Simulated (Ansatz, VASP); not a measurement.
**Two plane-wave programs on GeSb4Te7**

POSCAR

```
GeSb4Te7
1.0
    4.2893002584      0.0000000000      0.0000000000
   -2.1446501292      3.7146429882      0.0000000000
    0.0000000000      0.0000000000     24.6377784500
Ge Sb Te
1 4 7
Direct
    0.0000000000      0.0000000000      0.5000000000
    0.6666666700      0.3333333300      0.9188986200
    0.3333333300      0.6666666700      0.3497515000
    0.3333333300      0.6666666700      0.0811013800
    0.6666666700      0.3333333300      0.6502485000
    0.3333333300      0.6666666700      0.8497318700
    0.6666666700      0.3333333300      0.1502681300
    0.0000000000      0.0000000000      0.7189782900
    0.6666666700      0.3333333300      0.4313943000
    0.3333333300      0.6666666700      0.5686057000
    0.0000000000      0.0000000000      0.0000000000
    0.0000000000      0.0000000000      0.2810217100
```

Contents of INCAR.step1:

```
SYSTEM = GeSb4Te7
ALGO     = Normal         ! electronic algorithm
EDIFF    = 1E-4           ! SCF threshold, eV
ENCUT    = 520            ! plane-wave cutoff, eV
GGA      = PE             ! functional
ISMEAR   = 0              ! smearing method
LASPH    = .True.         ! aspherical terms in the spheres
LCHARG   = .False.        ! write CHGCAR
LREAL    = .False.        ! projectors in reciprocal space
LWAVE    = .True.         ! write WAVECAR
NBANDS   = 50             ! bands
NELM     = 100            ! most SCF steps
PREC     = Accurate       ! precision mode
SIGMA    = 0.1            ! smearing width, eV
```

The input INCAR.step2:

```
SYSTEM = GeSb4Te7
ALGO     = Normal         ! electronic algorithm
EDIFF    = 1E-6           ! SCF threshold, eV
ENCUT    = 520            ! plane-wave cutoff, eV
ISIF     = 2              ! what is computed and relaxed
ISMEAR   = 0              ! smearing method
ISTART   = 1            
LASPH    = .True.         ! aspherical terms in the spheres
LCHARG   = .True.         ! write CHGCAR
LELF     = .True.         ! ELF
LMIXTAU  = .True.       
LREAL    = .False.        ! projectors in reciprocal space
LVHAR    = .True.       
LWAVE    = .False.        ! write WAVECAR
METAGGA  = R2SCAN         ! meta-GGA
NBANDS   = 50             ! bands
NELM     = 100            ! most SCF steps
PREC     = Accurate       ! precision mode
SIGMA    = 0.1            ! smearing width, eV
```

Contents of KPOINTS:

```
k-points
0
Gamma
  6 6 1
  0 0 0
```

Input for Ansatz:

```yaml
crystal:
  lattice:
    - [4.2893002584, 0.0, 0.0]
    - [-2.1446501292, 3.7146429882, 0.0]
    - [0.0, 0.0, 24.63777845]
  atoms:
    - { symbol: Ge, position: [0.0, 0.0, 0.5] }
    - { symbol: Sb, position: [0.66666667, 0.33333333, 0.91889862] }
    - { symbol: Sb, position: [0.33333333, 0.66666667, 0.3497515] }
    - { symbol: Sb, position: [0.33333333, 0.66666667, 0.08110138] }
    - { symbol: Sb, position: [0.66666667, 0.33333333, 0.6502485] }
    - { symbol: Te, position: [0.33333333, 0.66666667, 0.84973187] }
    - { symbol: Te, position: [0.66666667, 0.33333333, 0.15026813] }
    - { symbol: Te, position: [0.0, 0.0, 0.71897829] }
    - { symbol: Te, position: [0.66666667, 0.33333333, 0.4313943] }
    - { symbol: Te, position: [0.33333333, 0.66666667, 0.5686057] }
    - { symbol: Te, position: [0.0, 0.0, 0.0] }
    - { symbol: Te, position: [0.0, 0.0, 0.28102171] }
basis:
  ecutwfc: 500
kpoints:
  mp_grid: { grid: [6, 6, 1] }
hamiltonian:
  xc: r2scan
scf:
  occupations: { method: gaussian, width: 0.1 }
  lower_state_search: "off"
output:
  forces: true
  stress: true
  eigenvalues: true
```

Alike in both runs: task single point; functional r2SCAN; k mesh 6 × 6 × 1; occupations gaussian, width 0.1 eV; no spin polarisation.

|  | VASP | Ansatz |
| --- | --- | --- |
| version | VASP 6.6.1 | Ansatz 0.2.0 |
| potentials or method | VASP PAW PBE potentials, release 64 (Ge_d, Sb, Te), cutoff 520 eV | scalar-relativistic, plane waves, PAW |
| valence electrons in the cell | 76 | 186 |

Ansatz gave:

- gap on the k mesh at the Fermi level (eV): 0.70
- least direct gap on the mesh (eV): 0.70
- pressure (GPa): 0.0
- rms of the force components (eV/Å): 0.018

**Question.** Estimate VASP's values.

**Answer.** gap on the k mesh at the Fermi level (eV): 0.70; least direct gap on the mesh (eV): 0.70; pressure (GPa): 0.0; rms of the force components (eV/Å): 0.014.

VASP's potentials were made for PBE, not for r2SCAN. Atom by atom the forces differ by 0.012 eV/Å (rms over components). With one functional, cell and mesh, what is left measures potentials, basis and numerics. VASP's potentials hold 76 valence electrons a cell and Ansatz's 186, so a difference there can come from the potentials and not from the codes.

Spin-orbit coupling is off throughout.
